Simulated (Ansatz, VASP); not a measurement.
**CaS: VASP beside Ansatz**

INCAR

```
SYSTEM = CaS
PREC = Accurate
ENCUT = 500
EDIFF = 1E-6
ISMEAR = 0
SIGMA = 0.05
LREAL = .False.
LASPH = .True.
NELM = 120
ALGO = Normal
ISIF = 2
LWAVE = .False.
LCHARG = .False.
GGA = PE
NBANDS = 15
GGA_COMPAT = .False.
```

File KPOINTS:

```
regular mesh
0
Gamma
  4 4 4
  0 0 0
```

File POSCAR:

```
CaS
1.0
    0.0000000000      2.8430011916      2.8430011916
    2.8430011916      0.0000000000      2.8430011916
    2.8430011916      2.8430011916      0.0000000000
Ca S
1 1
Direct
    0.5000000000      0.5000000000      0.5000000000
    0.0000000000      0.0000000000      0.0000000000
```

Input for Ansatz:

```yaml
crystal:
  lattice:
    - [0.0, 2.8430011916, 2.8430011916]
    - [2.8430011916, 0.0, 2.8430011916]
    - [2.8430011916, 2.8430011916, 0.0]
  atoms:
    - { symbol: Ca, position: [0.5, 0.5, 0.5] }
    - { symbol: S, position: [0.0, 0.0, 0.0] }
basis:
  ecutwfc: 420
  ecutrho_ratio: 4
kpoints:
  mp_grid: { grid: [4, 4, 4] }
hamiltonian:
  xc: pbe
scf:
  occupations: { method: gaussian, width: 0.05 }
output:
  forces: true
  stress: true
  eigenvalues: true
  populations: true
  write_density: true
  write_potential: true
  elf: true
  volumetric_format: npy
```

Alike in both runs: task single point; functional PBE; k mesh 4 × 4 × 4; occupations gaussian, width 0.05 eV; no spin polarisation.

|  | VASP | Ansatz |
| --- | --- | --- |
| version | VASP 6.6.1 | Ansatz 0.2.0 |
| potentials or method | VASP PAW PBE potentials, release 64 (Ca_sv, S), cutoff 500 eV | scalar-relativistic, plane waves, PAW |
| valence electrons in the cell | 16 | 16 |

Ansatz gave:

- gap on the k mesh at the Fermi level (eV): 2.34
- least direct gap on the mesh (eV): 3.15
- pressure (GPa): 0.9

Question: Estimate VASP's values.

Answer: gap on the k mesh at the Fermi level (eV): 2.34; least direct gap on the mesh (eV): 3.15; pressure (GPa): 1.1.

With one functional, cell and mesh, what is left measures potentials, basis and numerics.

The k mesh is coarse, so the values compare programs but aren't converged.
